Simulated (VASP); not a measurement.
Runs of VASP 6.6.1 on Ni. The structure is that of space group Fm-3m (No. 225), or close to it. The cells are those of the table. 

| task | level | U | cell | k mesh | cutoff (eV) | gap on the mesh (eV) | pressure (GPa) | relaxed volume (Å³/atom) |
| --- | --- | --- | --- | --- | --- | --- | --- | --- |
| single point | PBEsol | - | a = 2.443 Å, angles 60.0°, 1 atom | 14 × 14 × 14 | 600 | none | -0.1 | - |
| single point | r2SCAN+U | Ni d U = 3.0 eV | a = 2.449 Å, angles 60.0°, 1 atom | 11 × 11 × 11 | 520 | none | -7.1 | - |
| single point | r2SCAN | - | a = 2.447 Å, angles 60.0°, 1 atom | 9 × 9 × 9 | 520 | none | 0.6 | - |
| single point | r2SCAN | - | a = 2.447 Å, angles 60.0°, 1 atom | 9 × 9 × 9 | 660 | none | 0.6 | - |
| relaxation of cell and atoms | PBEsol | - | relaxed from a = 2.411 Å, angles 60.0°, 1 atom | 14 × 14 × 14 | 600 | none | -0.1 | (a) |
| relaxation of cell and atoms | r2SCAN | - | relaxed from a = 2.411 Å, angles 60.0°, 1 atom | 9 × 9 × 9 | 600 | none | 0.0 | 10.39 |

Alike in all rows: potentials or basis VASP PAW PBE potentials, release 64 (Ni); no spin polarisation; smearing methfessel-paxton 0.0173 eV.

Task: Estimate the missing entries.

Result: (a) 10.31.

Caveats: the PAW data sets were made with another functional, which shifts forces and pressure a little; the run has no spin polarisation, though such a crystal can be magnetic; U without spin polarisation on a metal has little footing (some runs); the U is typed as a test and isn't derived for this compound (some runs).

A gap of «none» marks levels without a gap at the run's occupations.
